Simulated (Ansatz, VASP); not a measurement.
Sb2Mo in VASP and in Ansatz

```xyz
3
Lattice="5.0366 0.0000 0.0000 -2.5183 4.3618 0.0000 0.0000 0.0000 2.9879" Properties=species:S:1:pos:R:3 pbc="T T T"
Sb    0.0000    2.9079    1.4940
Sb    2.5183    1.4539    1.4940
Mo    0.0000    0.0000    0.0000
```

Alike in both runs: functional r2SCAN; k mesh 6 × 6 × 4; occupations gaussian, width 0.1 eV; no spin polarisation.

Ansatz relaxed the structure, and its values are those at the end. VASP's run is a single point on that final structure, the one shown.

```csv
,VASP,Ansatz
version,VASP 6.6.1,Ansatz 0.2.0
potentials or method,"VASP PAW PBE potentials, release 64 (Sb, Mo_sv), cutoff 520 eV","scalar-relativistic, plane waves, PAW"
valence electrons in the cell,24,44
```

|  | VASP | Ansatz | Ansatz less VASP |
| --- | --- | --- | --- |
| gap on the k mesh at the Fermi level (eV) | none | none | - |
| pressure (GPa) | 0.5 | 0.3 | -0.27 |

VASP's potentials were made for PBE, not for r2SCAN. A gap of «none» marks a metal or a gap that the smearing closes. With one functional, cell and mesh, what is left measures potentials, basis and numerics. VASP's potentials hold 24 valence electrons a cell and Ansatz's 44, so a difference there can come from the potentials and not from the codes.

The k mesh is coarse, so the values compare programs but aren't converged. Neither program's run includes spin-orbit coupling.
